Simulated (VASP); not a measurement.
# AgCl (Cmmm) in VASP: single point with r2SCAN

Aim: the single point of AgCl with r2SCAN.

Program: VASP 6.6.1. These are calculated values, not measurements. Logs are shortened: lines on timing, memory, paths and dates and some standing lists are left out, and cuts for length are marked.

## (1) The cell of the first run

It takes space group Cmmm (No. 65, orthorhombic). The conventional cell has a = 4.673 Å, b = 4.931 Å, c = 3.396 Å, α = 90.00°, β = 90.00°, γ = 90.00°. Ag (site symmetry mmm) has 8 Cl at 2.89 to 2.99 Å and 6 Ag at 3.40 Å within 3.8 Å. Cl (site symmetry mmm) has 8 Ag at 2.89 to 2.99 Å and 6 Cl at 3.40 Å within 3.8 Å.

## (2) Single point, r2SCAN (shear xy strain -5.4%)

POSCAR

```
AgCl
1.0
    3.3955880419     -0.0910017595      0.0000000000
   -0.0910017595      3.3955880419      0.0000000000
    0.0000000000      0.0000000000      3.3955880419
Ag Cl
1 1
Direct
    0.0000000000      0.0000000000      0.0000000000
    0.5000000000      0.5000000000      0.5000000000
```

INCAR.step1

```
ALGO     = Normal         # electronic algorithm
EDIFF    = 1E-4           # SCF threshold, eV
ENCUT    = 520            # plane-wave cutoff, eV
GGA      = PE             # functional
ISMEAR   = 0              # smearing method
LASPH    = True           # aspherical terms in the spheres
LCHARG   = False          # write CHGCAR
LREAL    = False          # projectors in reciprocal space
LWAVE    = True           # write WAVECAR
NBANDS   = 16             # bands
NELM     = 60             # most SCF steps
PREC     = Accurate       # precision mode
SIGMA    = 0.01           # smearing width, eV
```

INCAR.step2

```
ALGO     = Normal         # electronic algorithm
EDIFF    = 1E-7           # SCF threshold, eV
ENCUT    = 520            # plane-wave cutoff, eV
ISIF     = 2              # what is computed and relaxed
ISMEAR   = 0              # smearing method
ISTART   = 1            
LASPH    = True           # aspherical terms in the spheres
LCHARG   = False          # write CHGCAR
LMIXTAU  = True         
LREAL    = False          # projectors in reciprocal space
LWAVE    = False          # write WAVECAR
METAGGA  = R2SCAN         # meta-GGA
NBANDS   = 16             # bands
NELM     = 60             # most SCF steps
PREC     = Accurate       # precision mode
SIGMA    = 0.01           # smearing width, eV
```

KPOINTS

```
k-points
0
Gamma
  8 8 8
```

Potentials or basis: VASP PAW PBE potentials, release 64 (Ag, Cl).

Command:

```bash
$ cat potpaw_PBE.64/Ag/POTCAR potpaw_PBE.64/Cl/POTCAR > POTCAR
$ cp INCAR.step1 INCAR
$ mpirun -np 1 vasp_std > vasp.out
$ cp INCAR.step2 INCAR
$ mpirun -np 1 vasp_std > vasp.out
```

OUTCAR:

```text
EDIFF = 1E-7
   ENCUT = 520
   ISIF = 2
   ISMEAR = 0
   ISTART = 1
   LASPH = True
   LREAL = False
   METAGGA = R2SCAN
   NELM = 60
   PREC = Accurate

 ion  position               nearest neighbor table
   1  0.000  0.000  0.000-   2 2.89   2 2.89   2 2.89   2 2.89   2 2.99   2 2.99   2 2.99   2 2.99

   2  0.500  0.500  0.500-   1 2.89   1 2.89   1 2.89   1 2.89   1 2.99   1 2.99   1 2.99   1 2.99

  LATTYP: Found a base centered orthorhombic cell.
 ALAT       =     4.6733907386
 B/A-ratio  =     1.0550760378
 C/A-ratio  =     0.7265791011

  Lattice vectors:

 A1 = (   3.3955880419,  -0.0910017595,   0.0000000000)
 A2 = (  -0.0910017595,   3.3955880419,   0.0000000000)
 A3 = (   0.0000000000,   0.0000000000,   3.3955880419)

Analysis of symmetry for initial positions (statically):
=====================================================================
 Subroutine PRICEL returns:
 Original cell was already a primitive cell.

 Routine SETGRP: Setting up the symmetry group for a
 base centered orthorhombic supercell.

 Subroutine GETGRP returns: Found  8 space group operations
 (whereof  8 operations were pure point group operations)
 out of a pool of  8 trial point group operations.

The static configuration has the point symmetry D_2h.

Analysis of symmetry for dynamics (positions and initial velocities):
=====================================================================
 Subroutine PRICEL returns:
 Original cell was already a primitive cell.

 Routine SETGRP: Setting up the symmetry group for a
 base centered orthorhombic supercell.

 Subroutine GETGRP returns: Found  8 space group operations
 (whereof  8 operations were pure point group operations)
 out of a pool of  8 trial point group operations.

The dynamic configuration has the point symmetry D_2h.

 Subroutine INISYM returns: Found  8 space group operations
 (whereof  8 operations are pure point group operations),
 and found     1 'primitive' translations

----------------------------------------------------------------------------------------

                                     Primitive cell

  volume of cell :      39.1231

  direct lattice vectors                    reciprocal lattice vectors
     3.395588042 -0.091001760  0.000000000     0.294711474  0.007898267  0.000000000
    -0.091001760  3.395588042  0.000000000     0.007898267  0.294711474  0.000000000
     0.000000000  0.000000000  3.395588042     0.000000000  0.000000000  0.294499800

  length of vectors
     3.396807247  3.396807247  3.395588042     0.294817292  0.294817292  0.294499800

  position of ions in fractional coordinates (direct lattice)
     0.000000000  0.000000000  0.000000000
     0.500000000  0.500000000  0.500000000

  ion indices of the primitive-cell ions
   primitive index   ion index
                 1           1
                 2           2

----------------------------------------------------------------------------------------

 KPOINTS: k-points

Automatic generation of k-mesh.
 Grid dimensions read from file:
 generate k-points for:    8    8    8

 Generating k-lattice:

  Cartesian coordinates                     Fractional coordinates (reciprocal lattice)
     0.036838934  0.000987283  0.000000000     0.125000000 -0.000000000  0.000000000
     0.000987283  0.036838934  0.000000000    -0.000000000  0.125000000  0.000000000
     0.000000000  0.000000000  0.036812475     0.000000000  0.000000000  0.125000000

  Length of vectors
     0.036852161  0.036852161  0.036812475

  Shift w.r.t. Gamma in fractional coordinates (k-lattice)
     0.000000000  0.000000000  0.000000000

 Subroutine IBZKPT returns following result:
 ===========================================

 Found    105 irreducible k-points:

 Following reciprocal coordinates:
            Coordinates               Weight
  0.000000  0.000000  0.000000      1.000000
  0.125000 -0.000000  0.000000      4.000000
  0.250000 -0.000000  0.000000      4.000000
  0.375000 -0.000000  0.000000      4.000000
  0.500000 -0.000000  0.000000      2.000000
  0.125000  0.125000  0.000000      2.000000
[... 16 lines left out ...]
  0.125000 -0.000000  0.125000      8.000000
  0.250000 -0.000000  0.125000      8.000000
 [... further k-points ...]
   k-points           NKPTS =    105   k-points in BZ     NKDIM =    105   number of bands    NBANDS=     16
   number of dos      NEDOS =    301   number of ions     NIONS =      2
   total plane-waves  NPLWV =  21952
   dimension x,y,z NGX =    28 NGY =   28 NGZ =   28
   dimension x,y,z NGXF=    56 NGYF=   56 NGZF=   56
   ions per type =               1   1
   NGX,Y,Z   is equivalent  to a cutoff of  13.70, 13.70, 13.71 a.u.
   NGXF,Y,Z  is equivalent  to a cutoff of  27.41, 27.41, 27.42 a.u.
 SYSTEM =  unknown system
   PREC   = accura    normal or accurate (medium, high low for compatibility)
   ISTART =      1    job   : 0-new  1-cont  2-samecut
   ICHARG =      0    charge: 1-file 2-atom 10-const
   ISPIN  =      1    spin polarized calculation?
   LNONCOLLINEAR =      F non collinear calculations
   LSORBIT =      F    spin-orbit coupling
   LASPH  =      T    aspherical Exc in radial PAW
   ENCUT  =  520.0 eV  38.22 Ry    6.18 a.u.   6.32  6.32  6.31*2*pi/ulx,y,z
   NELM   =     60;   NELMIN=  2; NELMDL=  0     # of ELM steps
   EDIFF  = 0.1E-06   stopping-criterion for ELM
   LREAL  =      F    real-space projection
   EDIFFG = 0.1E-05   stopping-criterion for IOM
   NSW    =      0    number of steps for IOM
   IBRION =     -1    ionic relax: 0-MD 1-quasi-New 2-CG
   NFREE  =      0    steps in history (QN), initial steepest desc. (CG)
   ISIF   =      2    stress and relaxation
   ISYM   =      2    0-nonsym 1-usesym 2-fastsym
   POTIM  = 0.5000    time-step for ionic-motion
   TEBEG  =    0.0;   TEEND  =   0.0 temperature during run
   PSTRESS=    0.0 pullay stress
   NELECT =      18.0000    total number of electrons
   NUPDOWN=      -1.0000    fix difference up-down
   EMIN   =  10.00;   EMAX   =-10.00  energy-range for DOS
   EFERMI =   0.00;   METHOD = LEGACY
   ISMEAR =     0;   SIGMA  =   0.01  broadening in eV -4-tet -1-fermi 0-gaus
   EFERMI_NEDOS =   21; number of points for ismear=-14 and -15
   IALGO  =     38    algorithm
   IMIX   =      4    mixing-type and parameters
     AMIX     =   0.40;   BMIX     =  1.00
     AMIX_MAG =   1.60;   BMIX_MAG =  1.00
  volume/ion in A,a.u.               =      19.56       132.01
  Fermi-wavevector in a.u.,A,eV,Ry     =   1.263828  2.388289 21.732063  1.597262
  Thomas-Fermi vector in A             =   2.397165
   LORBIT       =      0    0 simple, 1 ext, 2 COOP (PROOUT), +10 PAW based schemes
   METAGGA = R2SCAN    functional components
   LHFCALC =     F    Hartree Fock is set to
   AEXX    =    0.0000 exact exchange contribution
   IVDW    =     0    specifies the selected vdW correction
   LEPSILON=     F    determine dielectric tensor
   LRPA    =     F    only Hartree local field effects (RPA)
 non-spin polarized calculation
 Gauss-broadening in eV      SIGMA  =   0.01
  energy-cutoff  :      520.00
  volume of cell :       39.12
 maximum number of plane-waves:      1070
 NGX is ok and might be reduce to    28
   NGX = 13   NGY = 13   NGZ = 13

 number of electron      17.9999999 magnetization

 Free energy of the ion-electron system (eV)
  ---------------------------------------------------
  ext. energy  EPLUGINS =         0.00000000
  ---------------------------------------------------
  free energy    TOTEN  =       -28.40386263 eV

  energy without entropy =      -28.40386263  energy(sigma->0) =      -28.40386263

 E-fermi :   4.3215     XC(G=0): -11.0665

 val. band max:        4.2044280128   @ k =   0.0000   0.0000   0.5000
 cond. band min:       5.2205503186   @ k =   0.0000   0.0000   0.0000
 fundamental gap:      1.0161223058
 Fermi energy:         4.3214877516

 k-point     1 :       0.0000    0.0000    0.0000
  band No.  band energies     occupation
      1     -11.3874      2.00000
      2       1.1849      2.00000
      3       1.1912      2.00000
      4       2.1498      2.00000
      5       2.1680      2.00000
      6       2.1999      2.00000
[... 8 lines left out ...]
     15      19.3426      0.00000
     16      21.0685      0.00000

 k-point     2 :       0.1250   -0.0000    0.0000
  band No.  band energies     occupation
      1     -11.3197      2.00000
      2       0.9318      2.00000
      3       1.2038      2.00000
      4       1.7179      2.00000
      5       1.7234      2.00000
      6       1.9900      2.00000
[... 8 lines left out ...]
     15      18.6482      0.00000
     16      21.1475      0.00000

 k-point     3 :       0.2500   -0.0000    0.0000
  band No.  band energies     occupation
      1     -11.1477      2.00000
      2      -0.0594      2.00000
      3       1.2035      2.00000
      4       1.3076      2.00000
      5       1.3777      2.00000
      6       2.0940      2.00000
[... 8 lines left out ...]
     15      18.7903      0.00000
     16      20.9783      0.00000

 k-point     4 :       0.3750   -0.0000    0.0000
  band No.  band energies     occupation
      1     -10.9621      2.00000
      2      -0.9493      2.00000
      3       1.0221      2.00000
      4       1.0446      2.00000
      5       1.3527      2.00000
      6       2.2206      2.00000
[... 8 lines left out ...]
     15      20.8157      0.00000
     16      20.9091      0.00000
[... 324 lines left out ...]
 k-point    22 :       0.0000    0.0000    0.1250
  band No.  band energies     occupation
      1     -11.3197      2.00000
      2       0.9300      2.00000
      3       1.2131      2.00000
      4       1.5978      2.00000
      5       1.8581      2.00000
      6       1.9777      2.00000
[... 8 lines left out ...]
     15      18.4490      0.00000
     16      21.0018      0.00000

 k-point    23 :       0.1250   -0.0000    0.1250
  band No.  band energies     occupation
      1     -11.2547      2.00000
      2       0.8710      2.00000
      3       1.0099      2.00000
      4       1.4063      2.00000
      5       1.6664      2.00000
      6       2.1251      2.00000
[... 8 lines left out ...]
     15      19.0669      0.00000
     16      20.3381      0.00000

 k-point    24 :       0.2500   -0.0000    0.1250
  band No.  band energies     occupation
      1     -11.0901      2.00000
      2      -0.0011      2.00000
      3       0.9907      2.00000
      4       1.2784      2.00000
      5       1.5031      2.00000
      6       2.1291      2.00000
[... 8 lines left out ...]
     15      19.2776      0.00000
     16      20.1226      0.00000

 [... further k-points ...]

------------------------ aborting loop because EDIFF is reached ----------------------------------------

  FORCE on cell =-STRESS in cart. coord.  units (eV):
  Direction    XX          YY          ZZ          XY          YZ          ZX
  --------------------------------------------------------------------------------------
  -------------------------------------------------------------------------------------
  Total       -0.0043737     -0.0043737     -0.0008738     -0.1317397      0.0000000      0.0000000
  in kB       -0.1791122     -0.1791122     -0.0357838     -5.3950340      0.0000000      0.0000000
  external PRESSURE =      -0.1313361 kB  Pullay stress =       0.0000000 kB

 VOLUME and BASIS-vectors are now :
 -----------------------------------------------------------------------------
  energy-cutoff  :      520.00
  volume of cell :       39.12
      direct lattice vectors                 reciprocal lattice vectors
     3.395588042 -0.091001760  0.000000000     0.294711474  0.007898267  0.000000000
    -0.091001760  3.395588042  0.000000000     0.007898267  0.294711474  0.000000000
     0.000000000  0.000000000  3.395588042     0.000000000  0.000000000  0.294499800

 POSITION                                       TOTAL-FORCE (eV/Angst)
 -----------------------------------------------------------------------------------
      0.00000      0.00000      0.00000         0.000000     -0.000000      0.000000
      1.65229      1.65229      1.69779        -0.000000      0.000000      0.000000
 -----------------------------------------------------------------------------------
    total drift:                               -0.000000      0.000000      0.000000

  FREE ENERGIE OF THE ION-ELECTRON SYSTEM (eV)
  ---------------------------------------------------
  free  energy   TOTEN  =       -28.4038626349 eV

  energy  without entropy=      -28.4038626349  energy(sigma->0) =      -28.40386263
```

Wall time 2.4 min (1 thread of Intel Xeon Platinum 8488C (Sapphire Rapids), shared host); peak memory 0.21 GiB.

What came out:

```
Free energy            : -28.4039 eV
Pressure               : 0.0 GPa
Band gap on the k mesh : 1.02 eV, indirect (least direct gap 2.76 eV)
```

Stress tensor (GPa, compression positive):
```
-0.02 -0.54  0.00
-0.54 -0.02  0.00
 0.00  0.00  0.00
```

Levels at points of the mesh, in eV from the valence-band top:
| k point | band 5 | band 6 | band 7 | band 8 | band 9 | band 10 | band 11 | band 12 | band 13 | band 14 |
| --- | --- | --- | --- | --- | --- | --- | --- | --- | --- | --- |
| (0.00, 0.00, 0.00) | -2.04 | -2.00 | -1.99 | -1.87 | -1.74 | 1.02 | 9.79 | 9.80 | 14.30 | 14.73 |
| (0.50, 0.00, 0.00) | -2.83 | -1.98 | -1.65 | -0.20 | -0.17 | 5.44 | 6.11 | 9.62 | 10.51 | 10.68 |
| (0.50, 0.50, 0.00) | -2.34 | -2.33 | -2.31 | -1.72 | -1.21 | 3.11 | 9.36 | 9.99 | 11.14 | 14.05 |
| (0.00, 0.00, 0.50) | -2.86 | -2.00 | -1.63 | -0.37 | 0.00 | 5.46 | 6.10 | 9.75 | 10.38 | 10.68 |
| (0.50, 0.00, 0.50) | -2.37 | -2.32 | -2.28 | -1.71 | -1.21 | 3.09 | 9.64 | 9.71 | 11.10 | 14.19 |
| (0.50, 0.50, 0.50) | -1.70 | -1.69 | -0.48 | -0.36 | -0.21 | 4.85 | 5.10 | 5.35 | 7.46 | 18.39 |

Caveat: the cell differs from its parent crystal (shear xy strain -5.4%); the PAW data sets were made with another functional, which shifts forces and pressure a little.
